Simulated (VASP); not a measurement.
# Mo (Pm-3m) in VASP: further runs

Runs on Mo. Level: PBE. Tasks: relaxation of cell and atoms, single point.

Everything below comes from runs of VASP 6.6.1. Logs are shortened: lines on timing, memory, paths and dates and some standing lists are left out, and cuts for length are marked.

### 1 The cell of the first run

The structure is cubic, space group Pm-3m (No. 221). Conventional cell: a = 2.563 Å, b = 2.563 Å, c = 2.563 Å, α = 90.00°, β = 90.00°, γ = 90.00°. Within 3.4 Å of Mo (site symmetry m-3m) lie 6 Mo at 2.56 Å.

### 2 Relaxation of cell and atoms, PBE

Input file INCAR:

```
PREC = Accurate
ENCUT = 600
EDIFF = 1E-6
ISMEAR = -1
SIGMA = 0.1
LREAL = False
LASPH = True
NELM = 60
ALGO = Normal
ISIF = 3
LWAVE = False
LCHARG = False
GGA = PE
IBRION = 2
NSW = 80
EDIFFG = -0.01
```

Input file KPOINTS:

```
regular mesh
0
Gamma
  12 12 12
```

Input file POSCAR:

```
Mo
1.0
    2.5629259694      0.0000000000      0.0000000000
    0.0000000000      2.5629259694      0.0000000000
    0.0000000000      0.0000000000      2.5629259694
Mo
1
Direct
    0.0000000000      0.0000000000      0.0000000000
```

Potentials or basis: VASP PAW PBE potentials, release 64 (Mo_sv).

Run with:

```sh
$ cat potpaw_PBE.64/Mo_sv/POTCAR > POTCAR
$ mpirun -np 1 vasp_std > vasp.out
```

OUTCAR:

```text
PREC = Accurate
   ENCUT = 600
   EDIFF = 1E-6
   ISMEAR = -1
   LREAL = False
   LASPH = True
   NELM = 60
   ISIF = 3
   GGA = PE
   IBRION = 2
   NSW = 80
   EDIFFG = -0.01

 ion  position               nearest neighbor table
   1  0.000  0.000  0.000-

  LATTYP: Found a simple cubic cell.
 ALAT       =     2.5629259694

  Lattice vectors:

 A1 = (   2.5629259694,   0.0000000000,   0.0000000000)
 A2 = (   0.0000000000,   2.5629259694,   0.0000000000)
 A3 = (   0.0000000000,   0.0000000000,   2.5629259694)

Analysis of symmetry for initial positions (statically):
=====================================================================
 Subroutine PRICEL returns:
 Original cell was already a primitive cell.

 Routine SETGRP: Setting up the symmetry group for a
 simple cubic supercell.

 Subroutine GETGRP returns: Found 48 space group operations
 (whereof 48 operations were pure point group operations)
 out of a pool of 48 trial point group operations.

The static configuration has the point symmetry O_h .

Analysis of symmetry for dynamics (positions and initial velocities):
=====================================================================
 Subroutine PRICEL returns:
 Original cell was already a primitive cell.

 Routine SETGRP: Setting up the symmetry group for a
 simple cubic supercell.

 Subroutine GETGRP returns: Found 48 space group operations
 (whereof 48 operations were pure point group operations)
 out of a pool of 48 trial point group operations.

The dynamic configuration has the point symmetry O_h .

 Subroutine INISYM returns: Found 48 space group operations
 (whereof 48 operations are pure point group operations),
 and found     1 'primitive' translations

----------------------------------------------------------------------------------------

                                     Primitive cell

  volume of cell :      16.8348

  direct lattice vectors                    reciprocal lattice vectors
     2.562925969  0.000000000  0.000000000     0.390179042  0.000000000  0.000000000
     0.000000000  2.562925969  0.000000000     0.000000000  0.390179042  0.000000000
     0.000000000  0.000000000  2.562925969     0.000000000  0.000000000  0.390179042

  length of vectors
     2.562925969  2.562925969  2.562925969     0.390179042  0.390179042  0.390179042

  position of ions in fractional coordinates (direct lattice)
     0.000000000  0.000000000  0.000000000

  ion indices of the primitive-cell ions
   primitive index   ion index
                 1           1

[... 83 lines left out ...]
   NUPDOWN=      -1.0000    fix difference up-down
   EMIN   =  10.00;   EMAX   =-10.00  energy-range for DOS
   EFERMI =   0.00;   METHOD = LEGACY
   ISMEAR =    -1;   SIGMA  =   0.10  broadening in eV -4-tet -1-fermi 0-gaus
   EFERMI_NEDOS =   21; number of points for ismear=-14 and -15
   IALGO  =     38    algorithm
   IMIX   =      4    mixing-type and parameters
     AMIX     =   0.40;   BMIX     =  1.00
     AMIX_MAG =   1.60;   BMIX_MAG =  1.00
  volume/ion in A,a.u.               =      16.83       113.61
  Fermi-wavevector in a.u.,A,eV,Ry     =   1.539506  2.909245 32.246888  2.370079
  Thomas-Fermi vector in A             =   2.645724
   LORBIT       =      0    0 simple, 1 ext, 2 COOP (PROOUT), +10 PAW based schemes
   GGA     = PE    functional components
   LHFCALC =     F    Hartree Fock is set to
   AEXX    =    0.0000 exact exchange contribution
   IVDW    =     0    specifies the selected vdW correction
   LEPSILON=     F    determine dielectric tensor
   LRPA    =     F    only Hartree local field effects (RPA)
 conjugate gradient relaxation of ions
 non-spin polarized calculation
  energy-cutoff  :      600.00
  volume of cell :       16.83
 maximum number of plane-waves:       587
   NGX = 11   NGY = 11   NGZ = 11

--------------------------------------- Ionic step        1  -------------------------------------------

 number of electron      13.9999995 magnetization

 Free energy of the ion-electron system (eV)
  ---------------------------------------------------
  ext. energy  EPLUGINS =         0.00000000
  ---------------------------------------------------
  free energy    TOTEN  =        -9.77734460 eV

  energy without entropy =       -9.74282930  energy(sigma->0) =       -9.76008695

------------------------ aborting loop because EDIFF is reached ----------------------------------------

  FORCE on cell =-STRESS in cart. coord.  units (eV):
  Direction    XX          YY          ZZ          XY          YZ          ZX
  --------------------------------------------------------------------------------------
  -------------------------------------------------------------------------------------
  Total        1.1027938      1.1027938      1.1027938     -0.0000000      0.0000000     -0.0000000
  in kB      104.9534498    104.9534498    104.9534498     -0.0000000      0.0000000     -0.0000000
  external PRESSURE =     104.9534498 kB  Pullay stress =       0.0000000 kB
[... 22 lines left out ...]
--------------------------------------- Ionic step        2  -------------------------------------------

 number of electron      14.0000000 magnetization

 E-fermi :   9.0836     XC(G=0): -11.9998

 val. band max:        8.9673518430   @ k =   0.4167   0.0000   0.0000
 cond. band min:       9.0999038570   @ k =   0.3333   0.2500   0.1667
 fundamental gap:      0.1325520139
 Fermi energy:         9.0835994285

 k-point     1 :       0.0000    0.0000    0.0000
  band No.  band energies     occupation
      1     -51.9558      2.00000
      2     -25.4416      2.00000
      3     -25.4416      2.00000
      4     -25.4416      2.00000
      5       3.0583      2.00000
      6       5.5328      2.00000
      7       5.5328      2.00000
      8      12.3979      0.00000
      9      12.3979      0.00000
     10      12.3979      0.00000
     11      23.6991      0.00000
[... 391 lines left out ...]
--------------------------------------- Ionic step        4  -------------------------------------------

 number of electron      13.9999996 magnetization

 Free energy of the ion-electron system (eV)
  ---------------------------------------------------
  ext. energy  EPLUGINS =         0.00000000
  ---------------------------------------------------
  free energy    TOTEN  =        -9.80432941 eV

  energy without entropy =       -9.77127690  energy(sigma->0) =       -9.78780315

 E-fermi :  10.5270     XC(G=0): -12.5588

 val. band max:       10.5060944886   @ k =   0.3333   0.3333   0.1667
 cond. band min:      10.5516407733   @ k =   0.4167   0.3333   0.1667
 fundamental gap:      0.0455462847
 Fermi energy:        10.5269603256

 k-point     1 :       0.0000    0.0000    0.0000
  band No.  band energies     occupation
      1     -50.5202      2.00000
      2     -23.8096      2.00000
      3     -23.8096      2.00000
      4     -23.8096      2.00000
      5       4.1378      2.00000
      6       6.4633      2.00000
      7       6.4633      2.00000
      8      14.3764      0.00000
      9      14.3764      0.00000
     10      14.3764      0.00000
     11      26.0149      0.00000
[... 350 lines left out ...]
  FREE ENERGIE OF THE ION-ELECTRON SYSTEM (eV)
  ---------------------------------------------------
  free  energy   TOTEN  =        -9.8043294072 eV

  energy  without entropy=       -9.7712768985  energy(sigma->0) =       -9.78780315

 reached required accuracy - stopping structural energy minimisation
```

OSZICAR:

```text
N       E                     dE             d eps       ncg     rms          rms(c)
DAV:   1     0.103734085382E+03    0.10373E+03   -0.88232E+03  1859   0.143E+03
DAV:   2    -0.857723268199E+01   -0.11231E+03   -0.10839E+03  2052   0.364E+02
[... 28 lines left out ...]
   3 F= -.98042989E+01 E0= -.97877885E+01  d E =-.269543E-01
       N       E                     dE             d eps       ncg     rms          rms(c)
DAV:   1    -0.980471724974E+01   -0.41815E-03   -0.91006E-03  1875   0.135E+00    0.197E-01
DAV:   2    -0.980434208238E+01    0.37517E-03   -0.81214E-04  1875   0.354E-01    0.322E-02
DAV:   3    -0.980432337392E+01    0.18708E-04   -0.87855E-05  1890   0.115E-01    0.278E-02
DAV:   4    -0.980432922177E+01   -0.58478E-05   -0.27538E-06  1792   0.168E-02    0.136E-03
DAV:   5    -0.980432940721E+01   -0.18544E-06   -0.12142E-07   933   0.446E-03
   4 F= -.98043294E+01 E0= -.97878032E+01  d E =-.269848E-01
```

Wall time 14 s (1 thread of AMD EPYC 9R45 (Zen 5), shared host); peak memory 0.11 GiB.

What came out:

```
Free energy                            : -9.8043 eV
Relaxed volume                         : 17.70 Å³/atom
Relaxed cell                           : a = 2.606 Å, b = 2.606 Å, c = 2.606 Å, α = 90.00°, β = 90.00°, γ = 90.00°
Space group after relaxing (to 0.05 Å) : Pm-3m (No. 221)
Energy gained by relaxing              : 27.0 meV/atom
Ionic steps                            : 4
Pressure after relaxing                : -0.1 GPa
Band gap on the k mesh                 : zero (band 7 reaches 11.94 eV, above the bottom of band 8 at 9.79 eV)
```

The path:
| step | energy change (eV) | largest force (eV/Å) | pressure (GPa) | volume (Å³) |
| --- | --- | --- | --- | --- |
| 1 | 0.0000 | 0.0000 | 10.50 | 16.83 |
| 2 | 0.0823 | 0.0000 | -16.16 | 19.67 |
| 3 | -0.0270 | 0.0000 | -0.29 | 17.72 |
| 4 | -0.0270 | 0.0000 | -0.06 | 17.70 |

Final structure:
```cif
data_structure
_symmetry_space_group_name_H-M 'P 1'
_symmetry_Int_Tables_number 1
_cell_length_a 2.6060
_cell_length_b 2.6060
_cell_length_c 2.6060
_cell_angle_alpha 90.000
_cell_angle_beta 90.000
_cell_angle_gamma 90.000
_cell_volume 17.70
loop_
_atom_site_label
_atom_site_type_symbol
_atom_site_fract_x
_atom_site_fract_y
_atom_site_fract_z
_atom_site_occupancy
Mo1 Mo 0.00000 0.00000 0.00000 1
```

### 3 Single point, PBE

This run uses another cell than the first one, of 17.66 Å³/atom, 1.049 times its volume.

Input file INCAR:

```
SYSTEM = Mo
ALGO = Normal ; EDIFF = 1E-7
ENCUT = 520 ; GGA = PE
ISIF = 2 ; ISMEAR = -1
LASPH = .TRUE. ; LCHARG = .FALSE.
LREAL = .FALSE. ; LWAVE = .FALSE.
NBANDS = 13 ; NELM = 100
PREC = Accurate ; SIGMA = 0.1
```

Input file KPOINTS:

```
k-points
0
G
  20 20 20
  0 0 0
```

Input file POSCAR:

```
Mo
1.0
    2.6039359908      0.0000000000      0.0000000000
    0.0000000000      2.6039359908      0.0000000000
    0.0000000000      0.0000000000      2.6039359908
Mo
1
Direct
    0.0000000000      0.0000000000      0.0000000000
```

Potentials or basis: VASP PAW PBE potentials, release 64 (Mo_sv).

Run with:

```sh
$ cat potpaw_PBE.64/Mo_sv/POTCAR > POTCAR
$ mpirun -np 1 vasp_std > vasp.out
```

It took 19 s on 1 thread of AMD EPYC 9R45 (Zen 5), shared host; peak memory 0.14 GiB.

The run converged. Its results:

* Free energy: -9.8030 eV
* Pressure: 0.2 GPa
* Band gap on the k mesh: zero (band 7 reaches 12.17 eV, above the bottom of band 8 at 9.55 eV)

Levels at points of the mesh, in eV from the Fermi level:
```
           k point  band 3  band 4  band 5  band 6  band 7  band 8  band 9  band 10  band 11  band 12
(0.00, 0.00, 0.00)  -34.35  -34.35   -6.42   -4.10   -4.10    3.84    3.84     3.84    15.48    15.48
(0.50, 0.00, 0.00)  -34.21  -34.21   -3.43   -3.22    0.13    0.67    0.67     4.17     9.11    14.31
(0.50, 0.50, 0.00)  -35.60  -34.09   -5.23   -2.21    1.32    1.32    5.78     5.78     6.05    14.16
(0.50, 0.50, 0.50)  -35.41  -35.41   -3.66   -3.66   -3.66    6.27    6.27     7.78    12.75    12.75
```
